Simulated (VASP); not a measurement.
Here is a VASP 6.6.1 calculation.

Contents of INCAR:

```
SYSTEM = Ga
  PREC = Accurate
  ENCUT = 520
  EDIFF = 1E-6
  ISMEAR = -1
  SIGMA = 0.15
  LREAL = .FALSE.
  LASPH = .TRUE.
  NELM = 100
  ALGO = Normal
  ISIF = 2
  LWAVE = .FALSE.
  LCHARG = .FALSE.
  LDIPOL = .TRUE.
  IDIPOL = 3
  DIPOL = 0.5 0.5 0.299
  GGA = PE
  NBANDS = 20
```

KPOINTS

```
Automatic mesh
0
G
  24 24 1
  0 0 0
```

File POSCAR:

```
Ga
1.0
    2.8148116213      0.0000000000      0.0000000000
   -1.4074058106      2.4376983709      0.0000000000
    0.0000000000      0.0000000000     28.4201729600
Ga
2
Direct
    0.0000000000      0.0000000000      0.3467639335
    0.0000000000      0.0000000000      0.2514027288
```

Potentials or basis: VASP PAW PBE potentials, release 64 (Ga_d).

Run with:

```console
$ cat potpaw_PBE.64/Ga_d/POTCAR > POTCAR
$ mpirun -np 1 vasp_std > vasp.out
```

**Question.** What does it give for the largest force?

**Answer.** 0.006 eV/Å.

**Question.** Predict the band gap on the k mesh.

**Answer.** Zero (bands 13 and 14 overlap by 2.43 eV).

Forces on the atoms (eV/Å):
```
Ga   0.000  0.000  0.006
Ga   0.000  0.000 -0.006
```
